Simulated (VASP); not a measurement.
# Te4O (P-43m) in VASP: a series of runs

The runs below take Te4O through single point, with PBE.

All numbers are computed with VASP 6.6.1; they aren't measurements. Logs are shortened: lines on timing, memory, paths and dates and some standing lists are left out, and cuts for length are marked.

### 1 The cell of the first run

The structure is cubic, space group P-43m (No. 215). Conventional cell: a = 5.438 Å, b = 5.438 Å, c = 5.438 Å, α = 90.00°, β = 90.00°, γ = 90.00°. Te (site symmetry 3m) has 1 O at 2.35 Å within 3.1 Å. Within 3.1 Å of O (site symmetry -43m) lie 4 Te at 2.35 Å.

### 2 Single point, PBE

File INCAR:

```
SYSTEM = Te4O
ALGO = Normal ; EDIFF = 1E-7
ENCUT = 520 ; GGA = PE
ISIF = 2 ; ISMEAR = 0
LASPH = .TRUE. ; LCHARG = .FALSE.
LREAL = .FALSE. ; LWAVE = .FALSE.
NBANDS = 23 ; NELM = 100
PREC = Accurate ; SIGMA = 0.1
```

File KPOINTS:

```
k-points
0
G
  4 4 4
  0 0 0
```

File POSCAR:

```
Te4O
1.0
    5.4381208000      0.0000000000      0.0000000000
    0.0000000000      5.4381208000      0.0000000000
    0.0000000000      0.0000000000      5.4381208000
Te O
4 1
Direct
    0.2500000000      0.2500000000      0.2500000000
    0.7500000000      0.7500000000      0.2500000000
    0.2500000000      0.7500000000      0.7500000000
    0.7500000000      0.2500000000      0.7500000000
    0.0000000000      0.0000000000      0.0000000000
```

Potentials or basis: VASP PAW PBE potentials, release 64 (Te, O).

Command:

```console
cat potpaw_PBE.64/Te/POTCAR potpaw_PBE.64/O/POTCAR > POTCAR
mpirun -np 1 vasp_std > vasp.out
```

OUTCAR:

```text
SYSTEM = Te4O
   EDIFF = 1E-7
   ENCUT = 520
   GGA = PE
   ISIF = 2
   ISMEAR = 0
   LASPH = .TRUE.
   LREAL = .FALSE.
   NELM = 100
   PREC = Accurate

 ion  position               nearest neighbor table
   1  0.250  0.250  0.250-   5 2.35
   2  0.750  0.750  0.250-   5 2.35
   3  0.250  0.750  0.750-   5 2.35
   4  0.750  0.250  0.750-   5 2.35
   5  0.000  0.000  0.000-   1 2.35   2 2.35   3 2.35   4 2.35

  LATTYP: Found a simple cubic cell.
 ALAT       =     5.4381208000

  Lattice vectors:

 A1 = (   5.4381208000,   0.0000000000,   0.0000000000)
 A2 = (   0.0000000000,   5.4381208000,   0.0000000000)
 A3 = (   0.0000000000,   0.0000000000,   5.4381208000)

Analysis of symmetry for initial positions (statically):
=====================================================================
 Subroutine PRICEL returns:
 Original cell was already a primitive cell.

 Routine SETGRP: Setting up the symmetry group for a
 simple cubic supercell.

 Subroutine GETGRP returns: Found 24 space group operations
 (whereof 24 operations were pure point group operations)
 out of a pool of 48 trial point group operations.

The static configuration has the point symmetry T_d .

Analysis of symmetry for dynamics (positions and initial velocities):
=====================================================================
 Subroutine PRICEL returns:
 Original cell was already a primitive cell.

 Routine SETGRP: Setting up the symmetry group for a
 simple cubic supercell.

 Subroutine GETGRP returns: Found 24 space group operations
 (whereof 24 operations were pure point group operations)
 out of a pool of 48 trial point group operations.

The dynamic configuration has the point symmetry T_d .

 Subroutine INISYM returns: Found 24 space group operations
 (whereof 24 operations are pure point group operations),
 and found     1 'primitive' translations

----------------------------------------------------------------------------------------

                                     Primitive cell

  volume of cell :     160.8224

  direct lattice vectors                    reciprocal lattice vectors
     5.438120800  0.000000000  0.000000000     0.183887052  0.000000000  0.000000000
     0.000000000  5.438120800  0.000000000     0.000000000  0.183887052  0.000000000
     0.000000000  0.000000000  5.438120800     0.000000000  0.000000000  0.183887052

  length of vectors
     5.438120800  5.438120800  5.438120800     0.183887052  0.183887052  0.183887052

  position of ions in fractional coordinates (direct lattice)
     0.250000000  0.250000000  0.250000000
     0.750000000  0.750000000  0.250000000
     0.250000000  0.750000000  0.750000000
     0.750000000  0.250000000  0.750000000
     0.000000000  0.000000000  0.000000000

  ion indices of the primitive-cell ions
   primitive index   ion index
                 1           1
                 2           2
                 3           3
                 4           4
                 5           5

----------------------------------------------------------------------------------------

 KPOINTS: k-points

Automatic generation of k-mesh.
 Grid dimensions read from file:
 generate k-points for:    4    4    4

 Generating k-lattice:

  Cartesian coordinates                     Fractional coordinates (reciprocal lattice)
     0.045971763  0.000000000  0.000000000     0.250000000  0.000000000  0.000000000
     0.000000000  0.045971763  0.000000000     0.000000000  0.250000000  0.000000000
     0.000000000  0.000000000  0.045971763     0.000000000  0.000000000  0.250000000

  Length of vectors
     0.045971763  0.045971763  0.045971763

  Shift w.r.t. Gamma in fractional coordinates (k-lattice)
     0.000000000  0.000000000  0.000000000

 Subroutine IBZKPT returns following result:
 ===========================================

 Found     10 irreducible k-points:

 Following reciprocal coordinates:
            Coordinates               Weight
  0.000000  0.000000  0.000000      1.000000
  0.250000  0.000000  0.000000      6.000000
  0.500000  0.000000  0.000000      3.000000
  0.250000  0.250000  0.000000     12.000000
  0.500000  0.250000  0.000000     12.000000
  0.500000  0.500000  0.000000      3.000000
  0.250000  0.250000  0.250000      8.000000
  0.500000  0.250000  0.250000     12.000000
  0.500000  0.500000  0.250000      6.000000
  0.500000  0.500000  0.500000      1.000000
   k-points           NKPTS =     10   k-points in BZ     NKDIM =     10   number of bands    NBANDS=     23
   number of dos      NEDOS =    301   number of ions     NIONS =      5
   total plane-waves  NPLWV =  64000
   dimension x,y,z NGX =    40 NGY =   40 NGZ =   40
   dimension x,y,z NGXF=    80 NGYF=   80 NGZF=   80
   ions per type =               4   1
   NGX,Y,Z   is equivalent  to a cutoff of  12.23, 12.23, 12.23 a.u.
   NGXF,Y,Z  is equivalent  to a cutoff of  24.46, 24.46, 24.46 a.u.
 SYSTEM =  Te4O
   PREC   = accura    normal or accurate (medium, high low for compatibility)
   ISTART =      0    job   : 0-new  1-cont  2-samecut
   ICHARG =      2    charge: 1-file 2-atom 10-const
   ISPIN  =      1    spin polarized calculation?
   LNONCOLLINEAR =      F non collinear calculations
   LSORBIT =      F    spin-orbit coupling
   LASPH  =      T    aspherical Exc in radial PAW
   ENCUT  =  520.0 eV  38.22 Ry    6.18 a.u.  10.11 10.11 10.11*2*pi/ulx,y,z
   NELM   =    100;   NELMIN=  2; NELMDL= -5     # of ELM steps
   EDIFF  = 0.1E-06   stopping-criterion for ELM
   LREAL  =      F    real-space projection
   EDIFFG = 0.1E-05   stopping-criterion for IOM
   NSW    =      0    number of steps for IOM
   IBRION =     -1    ionic relax: 0-MD 1-quasi-New 2-CG
   NFREE  =      0    steps in history (QN), initial steepest desc. (CG)
   ISIF   =      2    stress and relaxation
   ISYM   =      2    0-nonsym 1-usesym 2-fastsym
   POTIM  = 0.5000    time-step for ionic-motion
   TEBEG  =    0.0;   TEEND  =   0.0 temperature during run
   PSTRESS=    0.0 pullay stress
   NELECT =      30.0000    total number of electrons
   NUPDOWN=      -1.0000    fix difference up-down
   EMIN   =  10.00;   EMAX   =-10.00  energy-range for DOS
   EFERMI =   0.00;   METHOD = LEGACY
   ISMEAR =     0;   SIGMA  =   0.10  broadening in eV -4-tet -1-fermi 0-gaus
   EFERMI_NEDOS =   21; number of points for ismear=-14 and -15
   IALGO  =     38    algorithm
   IMIX   =      4    mixing-type and parameters
     AMIX     =   0.40;   BMIX     =  1.00
     AMIX_MAG =   1.60;   BMIX_MAG =  1.00
  volume/ion in A,a.u.               =      32.16       217.06
  Fermi-wavevector in a.u.,A,eV,Ry     =   0.935405  1.767659 11.904862  0.874983
  Thomas-Fermi vector in A             =   2.062309
   LORBIT       =      0    0 simple, 1 ext, 2 COOP (PROOUT), +10 PAW based schemes
   GGA     = PE    functional components
   LHFCALC =     F    Hartree Fock is set to
   AEXX    =    0.0000 exact exchange contribution
   IVDW    =     0    specifies the selected vdW correction
   LEPSILON=     F    determine dielectric tensor
   LRPA    =     F    only Hartree local field effects (RPA)
 non-spin polarized calculation
 Gauss-broadening in eV      SIGMA  =   0.10
  energy-cutoff  :      520.00
  volume of cell :      160.82
 maximum number of plane-waves:      4385
   NGX = 21   NGY = 21   NGZ = 21

 number of electron      29.9999995 magnetization

 Free energy of the ion-electron system (eV)
  ---------------------------------------------------
  ext. energy  EPLUGINS =         0.00000000
  ---------------------------------------------------
  free energy    TOTEN  =       -15.22278522 eV

  energy without entropy =      -15.17104161  energy(sigma->0) =      -15.19691342

 E-fermi :   4.3225     XC(G=0):  -8.8725

 val. band max:        4.2889483765   @ k =   0.2500   0.0000   0.0000
 cond. band min:       4.3694830781   @ k =   0.5000   0.2500   0.0000
 fundamental gap:      0.0805347017
 Fermi energy:         4.3225296268

 k-point     1 :       0.0000    0.0000    0.0000
  band No.  band energies     occupation
      1     -14.6780      2.00000
      2      -7.0458      2.00000
      3      -6.0123      2.00000
      4      -6.0123      2.00000
      5      -6.0123      2.00000
      6      -0.3351      2.00000
[... 15 lines left out ...]
     22       8.8948      0.00000
     23       8.8948      0.00000

 k-point     2 :       0.2500    0.0000    0.0000
  band No.  band energies     occupation
      1     -14.6730      2.00000
      2      -7.0295      2.00000
      3      -6.0851      2.00000
      4      -5.9957      2.00000
      5      -5.9957      2.00000
      6      -0.6305      2.00000
[... 15 lines left out ...]
     22       9.7690      0.00000
     23       9.7690      0.00000

 k-point     3 :       0.5000    0.0000    0.0000
  band No.  band energies     occupation
      1     -14.6680      2.00000
      2      -7.0132      2.00000
      3      -6.1543      2.00000
      4      -5.9788      2.00000
      5      -5.9788      2.00000
      6      -0.8631      2.00000
[... 15 lines left out ...]
     22      10.6783      0.00000
     23      11.0358      0.00000
[... 131 lines left out ...]
 k-point     9 :       0.5000    0.5000    0.2500
  band No.  band energies     occupation
      1     -14.6562      2.00000
      2      -6.4999      2.00000
      3      -6.4999      2.00000
      4      -6.4641      2.00000
      5      -5.6115      2.00000
      6      -1.0623      2.00000
[... 15 lines left out ...]
     22      11.0560      0.00000
     23      11.1563      0.00000

 k-point    10 :       0.5000    0.5000    0.5000
  band No.  band energies     occupation
      1     -14.6525      2.00000
      2      -6.4618      2.00000
      3      -6.4618      2.00000
      4      -6.4618      2.00000
      5      -5.6403      2.00000
      6      -1.0002      2.00000
[... 15 lines left out ...]
     22      10.2143      0.00000
     23      10.2143      0.00000

------------------------ aborting loop because EDIFF is reached ----------------------------------------

  FORCE on cell =-STRESS in cart. coord.  units (eV):
  Direction    XX          YY          ZZ          XY          YZ          ZX
  --------------------------------------------------------------------------------------
  -------------------------------------------------------------------------------------
  Total       -6.4325044     -6.4325044     -6.4325044      0.0000000      0.0000000     -0.0000000
  in kB      -64.0831902    -64.0831902    -64.0831902      0.0000000      0.0000000     -0.0000000
  external PRESSURE =     -64.0831902 kB  Pullay stress =       0.0000000 kB

 VOLUME and BASIS-vectors are now :
 -----------------------------------------------------------------------------
  energy-cutoff  :      520.00
  volume of cell :      160.82
      direct lattice vectors                 reciprocal lattice vectors
     5.438120800  0.000000000  0.000000000     0.183887052  0.000000000  0.000000000
     0.000000000  5.438120800  0.000000000     0.000000000  0.183887052  0.000000000
     0.000000000  0.000000000  5.438120800     0.000000000  0.000000000  0.183887052

 POSITION                                       TOTAL-FORCE (eV/Angst)
 -----------------------------------------------------------------------------------
      1.35953      1.35953      1.35953         0.366844      0.366844      0.366844
      4.07859      4.07859      1.35953        -0.366844     -0.366844      0.366844
      1.35953      4.07859      4.07859         0.366844     -0.366844     -0.366844
      4.07859      1.35953      4.07859        -0.366844      0.366844     -0.366844
      0.00000      0.00000      0.00000        -0.000000      0.000000     -0.000000
 -----------------------------------------------------------------------------------
    total drift:                                0.000000     -0.000000     -0.000000

  FREE ENERGIE OF THE ION-ELECTRON SYSTEM (eV)
  ---------------------------------------------------
  free  energy   TOTEN  =       -15.2227852210 eV

  energy  without entropy=      -15.1710416147  energy(sigma->0) =      -15.19691342
```

Wall time 27 s (1 thread of AMD EPYC 9R45 (Zen 5), shared host); peak memory 0.21 GiB.

What came out:

| Property | Result |
| --- | --- |
| Free energy | -15.2228 eV |
| Pressure | -6.4 GPa |
| Band gap on the k mesh | zero (band 15 reaches 5.19 eV, above the bottom of band 16 at 4.04 eV) |

Levels at points of the mesh, in eV from the Fermi level:
```csv
k point,band 13,band 14,band 15,band 16,band 17,band 18
"(0.00, 0.00, 0.00)",-0.71,-0.71,0.87,0.87,0.87,1.58
"(0.50, 0.00, 0.00)",-0.75,-0.75,-0.35,-0.29,0.08,0.08
"(0.50, 0.50, 0.00)",-0.75,-0.75,-0.12,-0.10,0.56,0.62
"(0.50, 0.50, 0.50)",0.61,0.61,0.68,0.68,0.68,1.84
```

Caveat: spin-orbit coupling is left out, which moves the levels of the heavy elements.

### 3 Single point, PBE

This run uses another cell than the first one, of 24.73 Å³/atom, 0.769 times its volume.

File INCAR:

```
ALGO = Normal
EDIFF = 1E-6
ENCUT = 520
GGA = PE
ISIF = 2
ISMEAR = -5
LASPH = T
LCHARG = F
LREAL = F
LWAVE = F
NBANDS = 23
NELM = 100
PREC = Accurate
SIGMA = 0.1
```

File KPOINTS:

```
k-points
0
Gamma
  8 8 8
```

File POSCAR:

```
Te4O
1.0
    4.9816602254      0.0000000000      0.0000000000
    0.0000000000      4.9816602254      0.0000000000
    0.0000000000      0.0000000000      4.9816602254
Te O
4 1
Direct
    0.2746587871      0.2746587871      0.2746587871
    0.7253412129      0.7253412129      0.2746587871
    0.2746587871      0.7253412129      0.7253412129
    0.7253412129      0.2746587871      0.7253412129
    0.0000000000      0.0000000000      0.0000000000
```

Potentials or basis: VASP PAW PBE potentials, release 64 (Te, O).

Command:

```console
cat potpaw_PBE.64/Te/POTCAR potpaw_PBE.64/O/POTCAR > POTCAR
mpirun -np 1 vasp_std > vasp.out
```

It took 63 s on 1 thread of AMD EPYC 9R45 (Zen 5), shared host; peak memory 0.24 GiB.

It converged, with:

- Free energy: -16.8804 eV
- Pressure: -0.2 GPa
- Largest force: 0.008 eV/Å
- Band gap on the k mesh: zero (band 15 reaches 8.83 eV, above the bottom of band 16 at 6.71 eV)

Forces on the atoms (eV/Å):
```
Te  -0.005 -0.005 -0.005
Te   0.005  0.005 -0.005
Te  -0.005  0.005  0.005
Te   0.005 -0.005  0.005
O    0.000  0.000  0.000
```

Levels at points of the mesh, in eV from the Fermi level:
```
           k point  band 12  band 13  band 14  band 15  band 16  band 17  band 18  band 19
(0.00, 0.00, 0.00)    -0.76    -0.76    -0.76     0.22     0.22     0.22     2.70     2.70
(0.50, 0.00, 0.00)    -2.04    -1.54    -1.54    -0.84     0.03     0.04     0.04     3.24
(0.50, 0.50, 0.00)    -3.20    -0.75    -0.75    -0.04     0.45     1.00     1.71     2.43
(0.50, 0.50, 0.50)    -2.69     0.85     0.85     1.43     1.43     1.43     2.29     2.29
```

Caveat: spin-orbit coupling is left out, which moves the levels of the heavy elements; tetrahedron occupations give inexact forces and stress in metals.
